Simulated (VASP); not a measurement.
Input of a VASP 6.6.1 run:

The input INCAR:

```
SYSTEM = CdTe
PREC = Accurate ; ENCUT = 520
EDIFF = 1E-6 ; ISMEAR = -1
SIGMA = 0.05 ; LREAL = .FALSE.
LASPH = .TRUE. ; NELM = 100
ALGO = Normal ; ISIF = 2
LWAVE = .FALSE. ; LCHARG = .FALSE.
GGA = RP ; IVDW = 12
NBANDS = 16
```

File KPOINTS:

```
Automatic mesh
0
G
  7 7 7
  0 0 0
```

POSCAR

```
CdTe
1.0
    0.0000000000      3.2262257841      3.2262257841
    3.2262257841      0.0000000000      3.2262257841
    3.2262257841      3.2262257841      0.0000000000
Te Cd
1 1
Direct
    0.7500000000      0.7500000000      0.7500000000
    0.0000000000      0.0000000000      0.0000000000
```

Potentials or basis: VASP PAW PBE potentials, release 64 (Te, Cd).

The run is started by

```console
$ cat potpaw_PBE.64/Te/POTCAR potpaw_PBE.64/Cd/POTCAR > POTCAR
$ mpirun -np 1 vasp_std > vasp.out
```

Task: Estimate the pressure.

Result: -3.6 GPa.

Task: Estimate the band gap on the k mesh.

Result: 0.96 eV, direct.

Task: What does it give for the dispersion energy per atom?

Result: -1.497 eV.

Caveat: the PAW data sets were made with another functional, which shifts forces and pressure a little; spin-orbit coupling is left out, which moves the levels of the heavy elements. RPBE gaps usually lie below the measured ones, often by a third to a half.
